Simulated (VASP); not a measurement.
# ZrB2 (P6/mmm) in VASP: further runs, part 2 of 2

VASP 6.6.1.

## 5. Single point, revPBE+D3(BJ)

This run uses another cell than the first one, of 9.84 Å³/atom.

File INCAR:

```
PREC = Accurate
ENCUT = 520
EDIFF = 1E-7
ISMEAR = -1
SIGMA = 0.05
LREAL = False
LASPH = True
NELM = 60
ALGO = Normal
ISIF = 2
LWAVE = False
LCHARG = True
GGA = RE
IVDW = 12
LELF = True
LVHAR = True
NBANDS = 16
```

File KPOINTS:

```
regular mesh
0
Gamma
  10 10 8
```

File POSCAR:

```
ZrB2
1.0
    3.1271569103      0.0000000000      0.0000000000
   -1.5635784551      2.7081973259      0.0000000000
    0.0000000000      0.0000000000      3.4852509034
Zr B
1 2
Direct
    0.0000000000      0.0000000000      0.0000000000
    0.6666666667      0.3333333333      0.5000000000
    0.3333333333      0.6666666667      0.5000000000
```

Potentials or basis: VASP PAW PBE potentials, release 64 (Zr_sv, B).

Command:

```bash
cat potpaw_PBE.64/Zr_sv/POTCAR potpaw_PBE.64/B/POTCAR > POTCAR
mpirun -np 1 vasp_std > vasp.out
```

OUTCAR:

```text
PREC = Accurate
   ENCUT = 520
   EDIFF = 1E-7
   ISMEAR = -1
   LREAL = False
   LASPH = True
   NELM = 60
   ISIF = 2
   GGA = RE
   IVDW = 12
 IVDW          = 12

 ion  position               nearest neighbor table
   1  0.000  0.000  0.000-   2 2.51   3 2.51   2 2.51   3 2.51   3 2.51   3 2.51   2 2.51   2 2.51
                             2 2.51   2 2.51   3 2.51   3 2.51
   2  0.667  0.333  0.500-   3 1.81   3 1.81   3 1.81   1 2.51   1 2.51   1 2.51   1 2.51   1 2.51
                             1 2.51
   3  0.333  0.667  0.500-   2 1.81   2 1.81   2 1.81   1 2.51   1 2.51   1 2.51   1 2.51   1 2.51
                             1 2.51

  LATTYP: Found a hexagonal cell.
 ALAT       =     3.1271569103
 C/A-ratio  =     1.1145110410

  Lattice vectors:

 A1 = (   3.1271569103,   0.0000000000,   0.0000000000)
 A2 = (  -1.5635784551,   2.7081973259,   0.0000000000)
 A3 = (   0.0000000000,   0.0000000000,   3.4852509034)

Analysis of symmetry for initial positions (statically):
=====================================================================
 Subroutine PRICEL returns:
 Original cell was already a primitive cell.

 Routine SETGRP: Setting up the symmetry group for a
 hexagonal supercell.

 Subroutine GETGRP returns: Found 24 space group operations
 (whereof 24 operations were pure point group operations)
 out of a pool of 24 trial point group operations.

The static configuration has the point symmetry D_6h.

Analysis of symmetry for dynamics (positions and initial velocities):
=====================================================================
 Subroutine PRICEL returns:
 Original cell was already a primitive cell.

 Routine SETGRP: Setting up the symmetry group for a
 hexagonal supercell.

 Subroutine GETGRP returns: Found 24 space group operations
 (whereof 24 operations were pure point group operations)
 out of a pool of 24 trial point group operations.

The dynamic configuration has the point symmetry D_6h.

 Subroutine INISYM returns: Found 24 space group operations
 (whereof 24 operations are pure point group operations),
 and found     1 'primitive' translations

----------------------------------------------------------------------------------------

                                     Primitive cell

  volume of cell :      29.5164

  direct lattice vectors                    reciprocal lattice vectors
     3.127156910  0.000000000  0.000000000     0.319779285  0.184624656  0.000000000
    -1.563578455  2.708197326  0.000000000     0.000000000  0.369249312  0.000000000
     0.000000000  0.000000000  3.485250903     0.000000000  0.000000000  0.286923389

  length of vectors
     3.127156910  3.127156910  3.485250903     0.369249312  0.369249312  0.286923389

  position of ions in fractional coordinates (direct lattice)
     0.000000000  0.000000000  0.000000000
     0.666666667  0.333333333  0.500000000
     0.333333333  0.666666667  0.500000000

  ion indices of the primitive-cell ions
   primitive index   ion index
                 1           1
                 2           2
                 3           3

----------------------------------------------------------------------------------------

 KPOINTS: regular mesh

Automatic generation of k-mesh.
[... 22 lines left out ...]
            Coordinates               Weight
  0.000000  0.000000  0.000000      1.000000
  0.100000  0.000000  0.000000      6.000000
  0.200000  0.000000  0.000000      6.000000
  0.300000 -0.000000  0.000000      6.000000
  0.400000  0.000000  0.000000      6.000000
  0.500000 -0.000000  0.000000      3.000000
[... 16 lines left out ...]
  0.300000  0.100000  0.125000     24.000000
  0.400000  0.100000  0.125000     24.000000
 [... further k-points ...]
   k-points           NKPTS =     70   k-points in BZ     NKDIM =     70   number of bands    NBANDS=     16
   number of dos      NEDOS =    301   number of ions     NIONS =      3
   total plane-waves  NPLWV =  16128
   dimension x,y,z NGX =    24 NGY =   24 NGZ =   28
   dimension x,y,z NGXF=    48 NGYF=   48 NGZF=   56
   ions per type =               1   2
   NGX,Y,Z   is equivalent  to a cutoff of  12.76, 12.76, 13.36 a.u.
   NGXF,Y,Z  is equivalent  to a cutoff of  25.52, 25.52, 26.71 a.u.
 SYSTEM =  unknown system
   PREC   = accura    normal or accurate (medium, high low for compatibility)
   ISTART =      0    job   : 0-new  1-cont  2-samecut
   ICHARG =      2    charge: 1-file 2-atom 10-const
   ISPIN  =      1    spin polarized calculation?
   LNONCOLLINEAR =      F non collinear calculations
   LSORBIT =      F    spin-orbit coupling
   LASPH  =      T    aspherical Exc in radial PAW
   ENCUT  =  520.0 eV  38.22 Ry    6.18 a.u.   5.81  5.81  6.48*2*pi/ulx,y,z
   NELM   =     60;   NELMIN=  2; NELMDL= -5     # of ELM steps
   EDIFF  = 0.1E-06   stopping-criterion for ELM
   LREAL  =      F    real-space projection
   EDIFFG = 0.1E-05   stopping-criterion for IOM
   NSW    =      0    number of steps for IOM
   IBRION =     -1    ionic relax: 0-MD 1-quasi-New 2-CG
   NFREE  =      0    steps in history (QN), initial steepest desc. (CG)
   ISIF   =      2    stress and relaxation
   ISYM   =      2    0-nonsym 1-usesym 2-fastsym
   POTIM  = 0.5000    time-step for ionic-motion
   TEBEG  =    0.0;   TEEND  =   0.0 temperature during run
   PSTRESS=    0.0 pullay stress
   NELECT =      18.0000    total number of electrons
   NUPDOWN=      -1.0000    fix difference up-down
   EMIN   =  10.00;   EMAX   =-10.00  energy-range for DOS
   EFERMI =   0.00;   METHOD = LEGACY
   ISMEAR =    -1;   SIGMA  =   0.05  broadening in eV -4-tet -1-fermi 0-gaus
   EFERMI_NEDOS =   21; number of points for ismear=-14 and -15
   IALGO  =     38    algorithm
   IMIX   =      4    mixing-type and parameters
     AMIX     =   0.40;   BMIX     =  1.00
     AMIX_MAG =   1.60;   BMIX_MAG =  1.00
  volume/ion in A,a.u.               =       9.84        66.40
  Fermi-wavevector in a.u.,A,eV,Ry     =   1.388282  2.623472 26.222870  1.927327
  Thomas-Fermi vector in A             =   2.512423
   LORBIT       =      0    0 simple, 1 ext, 2 COOP (PROOUT), +10 PAW based schemes
   GGA     = RE    functional components
   LHFCALC =     F    Hartree Fock is set to
   AEXX    =    0.0000 exact exchange contribution
   IVDW    =    12    specifies the selected vdW correction
   LEPSILON=     F    determine dielectric tensor
   LRPA    =     F    only Hartree local field effects (RPA)
 non-spin polarized calculation
  energy-cutoff  :      520.00
  volume of cell :       29.52
 maximum number of plane-waves:       816
 NGX is ok and might be reduce to    24
   NGX = 11   NGY = 11   NGZ = 13

 number of electron      18.0000000 magnetization

 Free energy of the ion-electron system (eV)
  ---------------------------------------------------
  ext. energy  EPLUGINS =         0.00000000
  ---------------------------------------------------
  free energy    TOTEN  =       -24.04364025 eV

  energy without entropy =      -24.04089975  energy(sigma->0) =      -24.04227000

 E-fermi :  10.9593     XC(G=0): -12.6070

 val. band max:       10.9261219370   @ k =   0.2000   0.2000   0.1250
 cond. band min:      11.1232047274   @ k =   0.1000   0.0000   0.5000
 fundamental gap:      0.1970827904
 Fermi energy:        10.9593337358

 k-point     1 :       0.0000    0.0000    0.0000
  band No.  band energies     occupation
      1     -37.4655      2.00000
      2     -15.6708      2.00000
      3     -15.0614      2.00000
      4     -15.0614      2.00000
      5      -1.9063      2.00000
      6       8.3449      2.00000
[... 433 lines left out ...]
      3     -15.5193      2.00000
      4     -15.3596      2.00000
      5       1.6492      2.00000
      6       2.9134      2.00000
[... 8 lines left out ...]
     15      19.7961      0.00000
     16      21.6123      0.00000

 [... further k-points ...]

------------------------ aborting loop because EDIFF is reached ----------------------------------------

 Edisp (eV)   -2.30957

 E8    (eV) :    -1.6151

  FORCE on cell =-STRESS in cart. coord.  units (eV):
  Direction    XX          YY          ZZ          XY          YZ          ZX
  --------------------------------------------------------------------------------------
  -------------------------------------------------------------------------------------
  Total       0.23393     0.23393     0.40509     0.00000    -0.00000    -0.00000
  in kB      12.69798    12.69798    21.98854     0.00000    -0.00000    -0.00000
  external pressure =       15.79 kB  Pullay stress =        0.00 kB

 VOLUME and BASIS-vectors are now :
 -----------------------------------------------------------------------------
  energy-cutoff  :      520.00
  volume of cell :       29.52
      direct lattice vectors                 reciprocal lattice vectors
     3.127156910  0.000000000  0.000000000     0.319779285  0.184624656  0.000000000
    -1.563578455  2.708197326  0.000000000     0.000000000  0.369249312  0.000000000
     0.000000000  0.000000000  3.485250903     0.000000000  0.000000000  0.286923389

 POSITION                                       TOTAL-FORCE (eV/Angst)
 -----------------------------------------------------------------------------------
      0.00000      0.00000      0.00000         0.000000      0.000000      0.000000
      1.56358      0.90273      1.74263         0.000000     -0.000000      0.000000
     -0.00000      1.80546      1.74263        -0.000000      0.000000      0.000000
 -----------------------------------------------------------------------------------
    total drift:                               -0.000000      0.000000      0.000000

  FREE ENERGIE OF THE ION-ELECTRON SYSTEM (eV)
  ---------------------------------------------------
  free  energy   TOTEN  =       -26.3532067133 eV

  energy  without entropy=      -26.3504662151  energy(sigma->0) =      -26.35183646
```

Run time: 32 s. Hardware: 1 thread of Intel Xeon 8259CL, shared host; peak memory 0.18 GiB.

Results:

| Property | Result |
| --- | --- |
| Free energy | -26.3532 eV |
| Pressure | 1.6 GPa |
| Band gap on the k mesh | zero (bands 9 and 10 overlap by 0.85 eV) |
| Dispersion energy per atom | -0.770 eV |

Stress tensor (GPa, compression positive):
```
1.27 0.00 0.00
0.00 1.27 0.00
0.00 0.00 2.20
```

Caveat: the PAW data sets were made with another functional, which shifts forces and pressure a little.

## 6. Single point, revPBE+D3(BJ)

This run uses another cell than the first one, of 10.04 Å³/atom.

INCAR is that of step 5.

File KPOINTS:

```
Automatic mesh
0
Gamma
  10 10 8
```

File POSCAR:

```
ZrB2
1.0
    3.1487241912      0.0000000000      0.0000000000
   -1.5743620956      2.7268751391      0.0000000000
    0.0000000000      0.0000000000      3.5092878761
Zr B
1 2
Direct
    0.0000000000      0.0000000000      0.0000000000
    0.6666666667      0.3333333333      0.5000000000
    0.3333333333      0.6666666667      0.5000000000
```

Potentials or basis: VASP PAW PBE potentials, release 64 (Zr_sv, B).

Command:

```bash
cat potpaw_PBE.64/Zr_sv/POTCAR potpaw_PBE.64/B/POTCAR > POTCAR
mpirun -np 1 vasp_std > vasp.out
```

It took 36 s on 1 thread of Intel Xeon 8259CL, shared host; peak memory 0.18 GiB.

The run converged. Its results:

* Free energy: -26.3497 eV
* Pressure: -3.6 GPa
* Band gap on the k mesh: zero (bands 9 and 10 overlap by 0.83 eV)
* Dispersion energy per atom: -0.754 eV

Stress tensor (GPa, compression positive):
```
-4.04  0.00  0.00
 0.00 -4.04  0.00
 0.00  0.00 -2.69
```

Levels at points of the mesh, in eV from the Fermi level:
| k point | band 5 | band 6 | band 7 | band 8 | band 9 | band 10 | band 11 | band 12 | band 13 | band 14 |
| --- | --- | --- | --- | --- | --- | --- | --- | --- | --- | --- |
| (0.00, 0.00, 0.00) | -12.78 | -2.58 | -2.58 | -2.54 | -2.25 | 3.58 | 3.58 | 4.38 | 4.38 | 5.05 |
| (0.50, 0.00, 0.00) | -8.98 | -8.47 | -3.88 | -2.99 | -2.65 | 2.37 | 2.45 | 5.14 | 5.23 | 6.73 |
| (0.00, 0.00, 0.50) | -10.68 | -6.93 | -0.87 | -0.87 | 0.42 | 0.42 | 0.88 | 0.88 | 1.98 | 5.20 |
| (0.50, 0.00, 0.50) | -9.97 | -6.95 | -4.59 | -4.11 | -1.88 | 3.94 | 4.25 | 5.52 | 6.51 | 6.74 |

Caveat: the cell stands under tension; the PAW data sets were made with another functional, which shifts forces and pressure a little.

## 7. Overview

| level | potentials or basis | spin | cell | gap on the mesh (eV) | pressure (GPa) |
| --- | --- | --- | --- | --- | --- |
| PBE | VASP PAW PBE potentials, release 64 (Zr_sv, B) | non-collinear, zero start, SOC | a = 3.170, b = 3.170, c = 3.533 Å, angles 90.0, 90.0, 120.0°, 3 atoms | - | 0.9 |
| revPBE+D3(BJ) | VASP PAW PBE potentials, release 64 (Zr_sv, B) | off | a = 3.105, b = 3.105, c = 3.461 Å, angles 90.0, 90.0, 120.0°, 3 atoms | none | 7.3 |
| LDA | VASP PAW LDA potentials, release 64 (Zr_sv, B) | off | a = 3.132, b = 3.132, c = 3.492 Å, angles 90.0, 90.0, 120.0°, 3 atoms | none | 0.5 |
| revPBE+D3(BJ) | VASP PAW PBE potentials, release 64 (Zr_sv, B) | off | a = 3.127, b = 3.127, c = 3.485 Å, angles 90.0, 90.0, 120.0°, 3 atoms | none | 1.6 |
| revPBE+D3(BJ) | VASP PAW PBE potentials, release 64 (Zr_sv, B) | off | a = 3.149, b = 3.149, c = 3.509 Å, angles 90.0, 90.0, 120.0°, 3 atoms | none | -3.6 |

Alike in all rows: task single point; k mesh 10 × 10 × 8; cutoff (eV) 520; smearing fermi-dirac 0.05 eV.

Caveats: the PAW data sets were made with another functional, which shifts forces and pressure a little (at least some runs); the cell stands under pressure (at least some runs); the cell stands under tension (at least some runs).

Total energies depend on the potentials used, so only differences within one code and one set of settings carry meaning.
